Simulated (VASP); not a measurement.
Set up this calculation in VASP 6.6.1, as the native input.

```
Task                   : relaxation of cell and atoms
Functional             : PBE
Dispersion             : D3(BJ)
Potentials or basis    : VASP PAW PBE potentials, release 64 (W_sv, Se)
Cutoff                 : 600 eV
k mesh                 : 9 × 9 × 2
Occupations            : gaussian, width 0.02 eV
Spin                   : no spin polarisation
Dipole correction      : no
Further INCAR settings : ALGO = Normal; EDIFF = 1e-06; IBRION = 2; EDIFFG = -0.002; NSW = 100; ISIF = 3
```

The structure of WSe2 (nc) lies in POSCAR:

```
WSe2
1.0
    3.2900000000      0.0000000000      0.0000000000
   -1.6450000000      2.8492235785      0.0000000000
    0.0000000000      0.0000000000     12.9700000000
W Se
2 4
Direct
    0.3333333333      0.6666666667      0.2500000000
    0.6666666667      0.3333333333      0.7500000000
    0.3333333333      0.6666666667      0.6210000000
    0.6666666667      0.3333333333      0.1210000000
    0.3333333333      0.6666666667      0.8790000000
    0.6666666667      0.3333333333      0.3790000000
```

One way to write it, as run:

INCAR

```
PREC = Accurate
ENCUT = 600
EDIFF = 1E-6
ISMEAR = 0
SIGMA = 0.02
LREAL = F
LASPH = T
NELM = 100
ALGO = Normal
ISIF = 3
LWAVE = F
LCHARG = F
GGA = PE
IVDW = 12
IBRION = 2
NSW = 100
EDIFFG = -0.002
```

KPOINTS

```
Automatic mesh
0
Gamma
  9 9 2
```

Potentials or basis: VASP PAW PBE potentials, release 64 (W_sv, Se).

Launch:

```console
$ cat potpaw_PBE.64/W_sv/POTCAR potpaw_PBE.64/Se/POTCAR > POTCAR
$ mpirun -np 1 vasp_std > vasp.out
```

Results of the run:

```json
{
  "Relaxed volume": "19.88 Å³/atom",
  "Relaxed cell": "a = 3.281 Å, b = 3.281 Å, c = 12.796 Å, α = 90.00°, β = 90.00°, γ = 120.00°",
  "Space group after relaxing (to 0.05 Å)": "P6_3/mmc (No. 194)",
  "Energy gained by relaxing": "1.9 meV/atom",
  "Ionic steps": "12",
  "Pressure after relaxing": "0.0 GPa",
  "Band gap on the k mesh": "0.99 eV, indirect (least direct gap 1.56 eV)",
  "Dispersion energy per atom": "-0.475 eV"
}
```

Caveat: spin-orbit coupling is left out, which moves the levels of the heavy elements.

It took 8.8 min on 1 thread of Intel(R) Xeon(R) 6975P-C (Granite Rapids), with other jobs on the host, peak memory 0.35 GiB.
